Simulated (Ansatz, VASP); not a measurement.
Given: the input of a run of VASP 6.6.1 on CdTe.

File POSCAR:

```
CdTe
1.0
    0.0000000000      3.2050000000      3.2050000000
    3.2050000000      0.0000000000      3.2050000000
    3.2050000000      3.2050000000      0.0000000000
Te Cd
1 1
Direct
    0.7500000000      0.7500000000      0.7500000000
    0.0000000000      0.0000000000      0.0000000000
```

INCAR.step1

```
SYSTEM = CdTe
ALGO = Normal
EDIFF = 1E-5
ENCUT = 600
GGA = PE
ISMEAR = -1
LASPH = .TRUE.
LCHARG = .FALSE.
LREAL = .FALSE.
LWAVE = .TRUE.
NBANDS = 16
NELM = 100
PREC = Accurate
SIGMA = 0.05
```

The input INCAR.step2:

```
SYSTEM = CdTe
AEXX = 0.25
ALGO = Normal
EDIFF = 1E-6
EDIFFG = -0.01
ENCUT = 600
GGA = PE
HFSCREEN = 0.3
IBRION = 2
ISIF = 3
ISMEAR = -1
ISTART = 1
LASPH = .TRUE.
LCHARG = .FALSE.
LHFCALC = .TRUE.
LREAL = .FALSE.
LWAVE = .FALSE.
NELM = 100
NSW = 60
PREC = Accurate
PRECFOCK = Normal
SIGMA = 0.05
```

Contents of KPOINTS:

```
k-points
0
G
  4 4 4
  0 0 0
```

Potentials or basis: VASP PAW PBE potentials, release 64 (Te, Cd).

Launch:

```console
$ cat potpaw_PBE.64/Te/POTCAR potpaw_PBE.64/Cd/POTCAR > POTCAR
$ cp INCAR.step1 INCAR
$ mpirun -np 1 vasp_std > vasp.out
$ cp INCAR.step2 INCAR
$ mpirun -np 1 vasp_std > vasp.out
```

**Question.** Translate it to Ansatz 0.2.0. Potentials there: Ansatz PAW.

**Answer.** As run (the cutoff follows the program's own potentials):

Contents of input.yaml:

```yaml
crystal:
  lattice:
    - [0.0, 3.205, 3.205]
    - [3.205, 0.0, 3.205]
    - [3.205, 3.205, 0.0]
  atoms:
    - { symbol: Te, position: [0.75, 0.75, 0.75] }
    - { symbol: Cd, position: [0.0, 0.0, 0.0] }
hamiltonian:
  xc: { exchange: pbe, correlation: pbe, exx: { coeff: 0.25, omega: 0.3 } }
  pseudopotentials: { kind: paw }
kpoints:
  mp_grid: { grid: [4, 4, 4] }
scf:
  occupations: { method: fermi_dirac, width: 0.05 }
output:
  forces: true
  stress: true
relax:
  f_tol: 0.01
  max_steps: 40
  cell: { stress_tol: 0.05 }
```

Potentials or basis: Ansatz PAW.

Command:

```sh
$ ansatz run input.yaml --threads 2 --pin off --max-ram 5632MiB --backend cpu --events-out ev --progress --plain --runs-dir out
```

Both were run:

|  | VASP | Ansatz | Ansatz less VASP |
| --- | --- | --- | --- |
| gap on the k mesh at the Fermi level, each at its own relaxed structure (eV) | 1.24 | 1.32 | +0.076 |
| relaxed volume (Å³/atom) | 35.61 | 35.66 | +0.050 |
| relaxed length of the cell vector where the two differ most in proportion (Å) | 4.653 | 4.655 | +0.0022 |

VASP's potentials were made for PBE, not for PBE-based screened hybrid. VASP's potentials hold 18 valence electrons a cell and Ansatz's 36, so a difference there can come from the potentials and not from the codes.

The k mesh is coarse, so the values compare programs but aren't converged. Spin-orbit coupling is off throughout. Noted on Ansatz's run: the plane-wave basis is chosen anew once the cell has moved, so the energies of steps on either side of that aren't comparable.
